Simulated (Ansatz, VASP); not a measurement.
# One calculation of Ti, two programs

Contents of INCAR:

```
PREC = Accurate
ENCUT = 520
EDIFF = 1E-7
ISMEAR = 1
SIGMA = 0.1
LREAL = Auto
LASPH = T
NELM = 80
ALGO = Normal
ISIF = 2
LWAVE = F
LCHARG = F
GGA = PE
NBANDS = 110
```

KPOINTS

```
Automatic mesh
0
Gamma
  7 7 4
```

Contents of POSCAR:

```
Ti
1.0
    5.8787149790      0.0000000578      0.0000000000
   -2.9393575396      5.0911164846      0.0000000000
    0.0000000000      0.0000000000      9.2970418644
Ti
16
Direct
    0.1666666666      0.3333333334      0.1250000000
    0.3333333334      0.1666666666      0.3750000000
    0.1666666666      0.3333333334      0.6250000000
    0.3333333334      0.1666666666      0.8750000000
    0.1666666666      0.8333333333      0.1250000000
    0.3333333334      0.6666666666      0.3750000000
    0.1666666666      0.8333333333      0.6250000000
    0.3333333334      0.6666666666      0.8750000000
    0.6666666666      0.3333333334      0.1250000000
    0.8333333333      0.1666666666      0.3750000000
    0.6666666666      0.3333333334      0.6250000000
    0.8333333333      0.1666666666      0.8750000000
    0.6666666666      0.8333333333      0.1250000000
    0.8333333333      0.6666666666      0.3750000000
    0.6666666666      0.8333333333      0.6250000000
    0.8333333333      0.6666666666      0.8750000000
```

Input for Ansatz:

```yaml
crystal:
  lattice:
    - [5.878714979, 5.78e-08, 0.0]
    - [-2.9393575396, 5.0911164846, 0.0]
    - [0.0, 0.0, 9.2970418644]
  atoms:
    - { symbol: Ti, position: [0.1666666666, 0.3333333334, 0.125] }
    - { symbol: Ti, position: [0.3333333334, 0.1666666666, 0.375] }
    - { symbol: Ti, position: [0.1666666666, 0.3333333334, 0.625] }
    - { symbol: Ti, position: [0.3333333334, 0.1666666666, 0.875] }
    - { symbol: Ti, position: [0.1666666666, 0.8333333333, 0.125] }
    - { symbol: Ti, position: [0.3333333334, 0.6666666666, 0.375] }
    - { symbol: Ti, position: [0.1666666666, 0.8333333333, 0.625] }
    - { symbol: Ti, position: [0.3333333334, 0.6666666666, 0.875] }
    - { symbol: Ti, position: [0.6666666666, 0.3333333334, 0.125] }
    - { symbol: Ti, position: [0.8333333333, 0.1666666666, 0.375] }
    - { symbol: Ti, position: [0.6666666666, 0.3333333334, 0.625] }
    - { symbol: Ti, position: [0.8333333333, 0.1666666666, 0.875] }
    - { symbol: Ti, position: [0.6666666666, 0.8333333333, 0.125] }
    - { symbol: Ti, position: [0.8333333333, 0.6666666666, 0.375] }
    - { symbol: Ti, position: [0.6666666666, 0.8333333333, 0.625] }
    - { symbol: Ti, position: [0.8333333333, 0.6666666666, 0.875] }
basis:
  ecutwfc: 420
  xc_grid: 2
hamiltonian:
  xc: pbe
  pseudopotentials: { kind: paw, azcp: { folder: soft_1 } }
kpoints:
  mp_grid: { grid: [7, 7, 4] }
scf:
  occupations: { method: methfessel_paxton, width: 0.1 }
  max_iter: 120
output:
  forces: true
  stress: true
```

Alike in both runs: task single point; functional PBE; k mesh 7 × 7 × 4; occupations methfessel-paxton of order 1, width 0.1 eV; no spin polarisation.

|  | VASP | Ansatz |
| --- | --- | --- |
| version | VASP 6.6.1 | Ansatz 0.2.0 |
| potentials or method | VASP PAW PBE potentials, release 64 (Ti_sv), cutoff 520 eV | plane-wave PAW DFT |
| valence electrons in the cell | 192 | 192 |

```tsv
	VASP	Ansatz	Ansatz less VASP
pressure (GPa)	-0.3	0.0	+0.25
traceless stress, the component that is largest in VASP (GPa)	-0.04	0.06	+0.096
```

With one functional, cell and mesh, what is left measures potentials, basis and numerics.
